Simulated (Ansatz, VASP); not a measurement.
One calculation of MgH2, two programs

```
Mg H
1.0
     0.00000    8.63261    8.63261
     8.63261    0.00000    8.63261
     8.63261    8.63261    0.00000
Mg H
8 16
Cartesian
  1.1257 7.5069 7.5069
  3.1906 3.1906 3.1906
  5.4420 5.4420 3.1906
  5.4420 3.1906 5.4420
  7.5069 1.1257 7.5069
  1.1257 1.1257 1.1257
  7.5069 7.5069 1.1257
  3.1906 5.4420 5.4420
  8.6326 8.6326 15.1952
  2.0700 8.6326 8.6326
  8.6326 15.1952 8.6326
  2.1582 6.4745 6.4745
  4.3163 4.3163 2.2463
  4.3163 2.2463 4.3163
  2.1582 2.1582 2.1582
  2.2463 4.3163 4.3163
  6.3863 4.3163 4.3163
  6.4745 6.4745 2.1582
  4.3163 6.3863 4.3163
  6.4745 2.1582 6.4745
  4.3163 4.3163 6.3863
  8.6326 2.0700 8.6326
  15.1952 8.6326 8.6326
  8.6326 8.6326 2.0700
```

Alike in both runs: functional PBE; k mesh 2 × 2 × 2; occupations gaussian, width 0.1 eV; no spin polarisation.

Ansatz relaxed the structure, and its values are those at the end. VASP's run is a single point on that final structure, the one shown.

|  | VASP | Ansatz |
| --- | --- | --- |
| version | VASP 6.6.1 | Ansatz 0.2.0 |
| potentials or method | VASP PAW PBE potentials, release 64 (Mg, H), cutoff 520 eV | scalar-relativistic, plane waves, PAW |
| valence electrons in the cell | 32 | 96 |

VASP gave:

```
gap on the k mesh at the Fermi level (eV) : 5.06
least direct gap on the mesh (eV)         : 5.06
pressure (GPa)                            : 0.0
rms of the force components (eV/Å)        : 0.014
```

Problem. Estimate Ansatz's values.

Solution. gap on the k mesh at the Fermi level (eV): 5.05; least direct gap on the mesh (eV): 5.05; pressure (GPa): 0.1; rms of the force components (eV/Å): 0.009.

VASP's potentials hold 32 valence electrons a cell and Ansatz's 96, so a difference there can come from the potentials and not from the codes.
